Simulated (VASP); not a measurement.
# Fe (Pm-3m) in VASP: further runs, part 2 of 2

VASP 6.6.1. Earlier steps stand in the parts before.

### 3 Single point, LDA (volume scaled by 0.88)

Contents of INCAR:

```
  ALGO = Normal
  EDIFF = 1E-6
  ENCUT = 520
  ISIF = 2
  ISMEAR = -1
  LASPH = T
  LCHARG = F
  LREAL = F
  LWAVE = F
  NBANDS = 10
  NELM = 80
  PREC = Accurate
  SIGMA = 0.1
```

Contents of KPOINTS:

```
k-points
0
Gamma
  16 16 16
```

Contents of POSCAR:

```
Fe
1.0
    2.1207186090      0.0000000000      0.0000000000
    0.0000000000      2.1207186090      0.0000000000
    0.0000000000      0.0000000000      2.1207186090
Fe
1
Direct
    0.0000000000      0.0000000000      0.0000000000
```

Potentials or basis: VASP PAW LDA potentials, release 64 (Fe).

Launch:

```
$ cat potpaw_LDA.64/Fe/POTCAR > POTCAR
$ mpirun -np 1 vasp_std > vasp.out
```

OUTCAR:

```text
EDIFF = 1E-6
   ENCUT = 520
   ISIF = 2
   ISMEAR = -1
   LASPH = T
   LREAL = F
   NELM = 80
   PREC = Accurate

 ion  position               nearest neighbor table
   1  0.000  0.000  0.000-

  LATTYP: Found a simple cubic cell.
 ALAT       =     2.1207186090

  Lattice vectors:

 A1 = (   2.1207186090,   0.0000000000,   0.0000000000)
 A2 = (   0.0000000000,   2.1207186090,   0.0000000000)
 A3 = (   0.0000000000,   0.0000000000,   2.1207186090)

Analysis of symmetry for initial positions (statically):
=====================================================================
 Subroutine PRICEL returns:
 Original cell was already a primitive cell.

 Routine SETGRP: Setting up the symmetry group for a
 simple cubic supercell.

 Subroutine GETGRP returns: Found 48 space group operations
 (whereof 48 operations were pure point group operations)
 out of a pool of 48 trial point group operations.

The static configuration has the point symmetry O_h .

Analysis of symmetry for dynamics (positions and initial velocities):
=====================================================================
 Subroutine PRICEL returns:
 Original cell was already a primitive cell.

 Routine SETGRP: Setting up the symmetry group for a
 simple cubic supercell.

 Subroutine GETGRP returns: Found 48 space group operations
 (whereof 48 operations were pure point group operations)
 out of a pool of 48 trial point group operations.

The dynamic configuration has the point symmetry O_h .

 Subroutine INISYM returns: Found 48 space group operations
 (whereof 48 operations are pure point group operations),
 and found     1 'primitive' translations

----------------------------------------------------------------------------------------

                                     Primitive cell

  volume of cell :       9.5378

  direct lattice vectors                    reciprocal lattice vectors
     2.120718609  0.000000000  0.000000000     0.471538278  0.000000000  0.000000000
     0.000000000  2.120718609  0.000000000     0.000000000  0.471538278  0.000000000
     0.000000000  0.000000000  2.120718609     0.000000000  0.000000000  0.471538278

  length of vectors
     2.120718609  2.120718609  2.120718609     0.471538278  0.471538278  0.471538278

  position of ions in fractional coordinates (direct lattice)
     0.000000000  0.000000000  0.000000000

  ion indices of the primitive-cell ions
   primitive index   ion index
                 1           1

----------------------------------------------------------------------------------------

 KPOINTS: k-points

Automatic generation of k-mesh.
 Grid dimensions read from file:
 generate k-points for:   16   16   16

 Generating k-lattice:

  Cartesian coordinates                     Fractional coordinates (reciprocal lattice)
     0.029471142  0.000000000  0.000000000     0.062500000  0.000000000  0.000000000
     0.000000000  0.029471142  0.000000000     0.000000000  0.062500000  0.000000000
     0.000000000  0.000000000  0.029471142     0.000000000  0.000000000  0.062500000

  Length of vectors
     0.029471142  0.029471142  0.029471142

  Shift w.r.t. Gamma in fractional coordinates (k-lattice)
     0.000000000  0.000000000  0.000000000

 Subroutine IBZKPT returns following result:
 ===========================================

 Found    165 irreducible k-points:

 Following reciprocal coordinates:
            Coordinates               Weight
  0.000000  0.000000  0.000000      1.000000
  0.062500  0.000000  0.000000      6.000000
  0.125000  0.000000  0.000000      6.000000
  0.187500  0.000000  0.000000      6.000000
  0.250000  0.000000  0.000000      6.000000
  0.312500  0.000000  0.000000      6.000000
[... 16 lines left out ...]
  0.437500  0.125000  0.000000     24.000000
  0.500000  0.125000  0.000000     12.000000
 [... further k-points ...]
   k-points           NKPTS =    165   k-points in BZ     NKDIM =    165   number of bands    NBANDS=     10
   number of dos      NEDOS =    301   number of ions     NIONS =      1
   total plane-waves  NPLWV =   4096
   dimension x,y,z NGX =    16 NGY =   16 NGZ =   16
   dimension x,y,z NGXF=    32 NGYF=   32 NGZF=   32
   ions per type =               1
   NGX,Y,Z   is equivalent  to a cutoff of  12.54, 12.54, 12.54 a.u.
   NGXF,Y,Z  is equivalent  to a cutoff of  25.09, 25.09, 25.09 a.u.
 SYSTEM =  unknown system
   PREC   = accura    normal or accurate (medium, high low for compatibility)
   ISTART =      0    job   : 0-new  1-cont  2-samecut
   ICHARG =      2    charge: 1-file 2-atom 10-const
   ISPIN  =      1    spin polarized calculation?
   LNONCOLLINEAR =      F non collinear calculations
   LSORBIT =      F    spin-orbit coupling
   LASPH  =      T    aspherical Exc in radial PAW
   ENCUT  =  520.0 eV  38.22 Ry    6.18 a.u.   3.94  3.94  3.94*2*pi/ulx,y,z
   NELM   =     80;   NELMIN=  2; NELMDL= -5     # of ELM steps
   EDIFF  = 0.1E-05   stopping-criterion for ELM
   LREAL  =      F    real-space projection
   EDIFFG = 0.1E-04   stopping-criterion for IOM
   NSW    =      0    number of steps for IOM
   IBRION =     -1    ionic relax: 0-MD 1-quasi-New 2-CG
   NFREE  =      0    steps in history (QN), initial steepest desc. (CG)
   ISIF   =      2    stress and relaxation
   ISYM   =      2    0-nonsym 1-usesym 2-fastsym
   POTIM  = 0.5000    time-step for ionic-motion
   TEBEG  =    0.0;   TEEND  =   0.0 temperature during run
   PSTRESS=    0.0 pullay stress
   NELECT =       8.0000    total number of electrons
   NUPDOWN=      -1.0000    fix difference up-down
   EMIN   =  10.00;   EMAX   =-10.00  energy-range for DOS
   EFERMI =   0.00;   METHOD = LEGACY
   ISMEAR =    -1;   SIGMA  =   0.10  broadening in eV -4-tet -1-fermi 0-gaus
   EFERMI_NEDOS =   21; number of points for ismear=-14 and -15
   IALGO  =     38    algorithm
   IMIX   =      4    mixing-type and parameters
     AMIX     =   0.40;   BMIX     =  1.00
     AMIX_MAG =   1.60;   BMIX_MAG =  1.00
  volume/ion in A,a.u.               =       9.54        64.36
  Fermi-wavevector in a.u.,A,eV,Ry     =   1.543909  2.917566 32.431607  2.383656
  Thomas-Fermi vector in A             =   2.649505
   LORBIT       =      0    0 simple, 1 ext, 2 COOP (PROOUT), +10 PAW based schemes
   GGA     = CA    functional components
   LHFCALC =     F    Hartree Fock is set to
   AEXX    =    0.0000 exact exchange contribution
   IVDW    =     0    specifies the selected vdW correction
   LEPSILON=     F    determine dielectric tensor
   LRPA    =     F    only Hartree local field effects (RPA)
 non-spin polarized calculation
  energy-cutoff  :      520.00
  volume of cell :        9.54
 maximum number of plane-waves:       280
 NGX is ok and might be reduce to    16
   NGX =  7   NGY =  7   NGZ =  7

 number of electron       8.0000014 magnetization

 Free energy of the ion-electron system (eV)
  ---------------------------------------------------
  ext. energy  EPLUGINS =         0.00000000
  ---------------------------------------------------
  free energy    TOTEN  =        -8.23878454 eV

  energy without entropy =       -8.18292643  energy(sigma->0) =       -8.21085548

 E-fermi :   7.9921     XC(G=0): -14.3267

 val. band max:        7.9599749636   @ k =   0.3750   0.0625   0.0625
 cond. band min:       8.0200047907   @ k =   0.2500   0.0625   0.0625
 fundamental gap:      0.0600298271
 Fermi energy:         7.9920652052

 k-point     1 :       0.0000    0.0000    0.0000
  band No.  band energies     occupation
      1      -1.4551      2.00000
      2       2.9769      2.00000
      3       2.9769      2.00000
      4       9.2901      0.00000
      5       9.2901      0.00000
      6       9.2901      0.00000
      7      31.3752      0.00000
      8      31.3752      0.00000
      9      31.3752      0.00000
     10      36.1432      0.00000

 k-point     2 :       0.0625    0.0000    0.0000
  band No.  band energies     occupation
      1      -1.3064      2.00000
      2       3.0075      2.00000
      3       3.0832      2.00000
      4       9.1961      0.00001
      5       9.1961      0.00001
      6       9.2975      0.00000
      7      29.7792      0.00000
      8      31.5891      0.00000
      9      31.5891      0.00000
     10      36.0783      0.00000
[... 274 lines left out ...]
 k-point    24 :       0.5000    0.1250    0.0000
  band No.  band energies     occupation
      1       3.7356      2.00000
      2       4.3991      2.00000
      3       4.7437      2.00000
      4       7.1822      1.99939
      5       8.9891      0.00009
      6       9.1830      0.00001
      7      15.4223      0.00000
      8      32.0628      0.00000
      9      37.3357      0.00000
     10      37.4084      0.00000

 [... further k-points ...]
[... 5 lines left out ...]
  --------------------------------------------------------------------------------------
  -------------------------------------------------------------------------------------
  Total        2.4561269      2.4561269      2.4561269     -0.0000000      0.0000000     -0.0000000
  in kB      412.5838707    412.5838707    412.5838707     -0.0000000      0.0000000     -0.0000000
  external PRESSURE =     412.5838707 kB  Pullay stress =       0.0000000 kB

 VOLUME and BASIS-vectors are now :
 -----------------------------------------------------------------------------
  energy-cutoff  :      520.00
  volume of cell :        9.54
      direct lattice vectors                 reciprocal lattice vectors
     2.120718609  0.000000000  0.000000000     0.471538278  0.000000000  0.000000000
     0.000000000  2.120718609  0.000000000     0.000000000  0.471538278  0.000000000
     0.000000000  0.000000000  2.120718609     0.000000000  0.000000000  0.471538278

 POSITION                                       TOTAL-FORCE (eV/Angst)
 -----------------------------------------------------------------------------------
      0.00000      0.00000      0.00000         0.000000      0.000000      0.000000
 -----------------------------------------------------------------------------------
    total drift:                                0.000000     -0.000000      0.000000

  FREE ENERGIE OF THE ION-ELECTRON SYSTEM (eV)
  ---------------------------------------------------
  free  energy   TOTEN  =        -8.2387845370 eV

  energy  without entropy=       -8.1829264264  energy(sigma->0) =       -8.21085548
```

OSZICAR:

```text
N       E                     dE             d eps       ncg     rms          rms(c)
DAV:   1     0.181768688255E+02    0.18177E+02   -0.44158E+03  3474   0.112E+03
DAV:   2    -0.857694198220E+01   -0.26754E+02   -0.25388E+02  3338   0.139E+02
DAV:   3    -0.909844227545E+01   -0.52150E+00   -0.51808E+00  3766   0.246E+01
DAV:   4    -0.910080665195E+01   -0.23644E-02   -0.23639E-02  3662   0.147E+00
DAV:   5    -0.910082464168E+01   -0.17990E-04   -0.17990E-04  3706   0.125E-01    0.125E+01
DAV:   6    -0.830971436095E+01    0.79111E+00   -0.56462E+00  3598   0.395E+01    0.202E+00
DAV:   7    -0.825708067121E+01    0.52634E-01   -0.18569E-01  3624   0.771E+00    0.174E+00
DAV:   8    -0.823934511921E+01    0.17736E-01   -0.10095E-02  4738   0.677E-01    0.334E-01
DAV:   9    -0.823880153473E+01    0.54358E-03   -0.49894E-04  3802   0.225E-01    0.584E-02
DAV:  10    -0.823878550297E+01    0.16032E-04   -0.10098E-05  4552   0.238E-02    0.899E-03
DAV:  11    -0.823878453703E+01    0.96594E-06   -0.44326E-07  2000   0.494E-03
   1 F= -.82387845E+01 E0= -.82108555E+01  d E =-.558581E-01
```

Wall time 11 s (1 thread of Intel Xeon 6975P-C, shared host); peak memory 0.12 GiB.

What came out:

```yaml
Free_energy: -8.2388 eV
Pressure: 41.3 GPa
Band_gap_on_the_k_mesh: zero (band 4 reaches 10.87 eV, above the bottom of band 5 at 7.07 eV)
```

Levels at points of the mesh, in eV from the Fermi level:
| k point | band 2 | band 3 | band 4 | band 5 | band 6 | band 7 |
| --- | --- | --- | --- | --- | --- | --- |
| (0.00, 0.00, 0.00) | -5.02 | -5.02 | 1.30 | 1.30 | 1.30 | 23.38 |
| (0.50, 0.00, 0.00) | -4.16 | -1.53 | -0.88 | -0.88 | 1.49 | 7.43 |
| (0.50, 0.50, 0.00) | -3.25 | -0.41 | -0.41 | 2.76 | 6.81 | 6.81 |
| (0.50, 0.50, 0.50) | -4.71 | -4.71 | 2.88 | 2.88 | 13.30 | 16.30 |

Caveat: the run has no spin polarisation, though such a crystal can be magnetic. Spin polarisation is off, so any magnetic state and its effect on volume and gap are missing.
